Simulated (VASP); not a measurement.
A run of VASP 6.6.1 is set up as follows.

The input POSCAR:

```
AlN
1.0
    2.9052651673      0.0000000000      0.0000000000
   -1.4526325836      2.5160334397      0.0000000000
    0.0000000000      0.0000000000      4.5543781539
Al N
2 2
Direct
    0.3333333333      0.6666666667     -0.0042246478
    0.6666666667      0.3333333333      0.4957753522
    0.3333333333      0.6666666667      0.3842246478
    0.6666666667      0.3333333333      0.8842246478
```

Contents of INCAR.step1:

```
SYSTEM = AlN
ALGO = Normal
EDIFF = 1E-4
ENCUT = 600
GGA = PE
ISMEAR = 0
LASPH = .True.
LCHARG = .False.
LREAL = .False.
LWAVE = .True.
NELM = 100
PREC = Accurate
SIGMA = 0.05
```

The input INCAR.step2:

```
SYSTEM = AlN
ALGO = Normal
EDIFF = 1E-6
EDIFFG = -0.01
ENCUT = 600
IBRION = 2
ISIF = 4
ISMEAR = 0
ISTART = 1
LASPH = .True.
LCHARG = .False.
LMIXTAU = .True.
LREAL = .False.
LWAVE = .False.
METAGGA = R2SCAN
NELM = 100
NSW = 60
PREC = Accurate
SIGMA = 0.05
```

The input KPOINTS:

```
k-points
0
Gamma
  8 8 4
  0 0 0
```

Potentials or basis: VASP PAW PBE potentials, release 64 (Al, N).

Command:

```bash
$ cat potpaw_PBE.64/Al/POTCAR potpaw_PBE.64/N/POTCAR > POTCAR
$ cp INCAR.step1 INCAR
$ mpirun -np 1 vasp_std > vasp.out
$ cp INCAR.step2 INCAR
$ mpirun -np 1 vasp_std > vasp.out
```

(1) Predict the band gap on the k mesh.

## Answers

(1) 5.83 eV (least direct gap 6.55 eV).
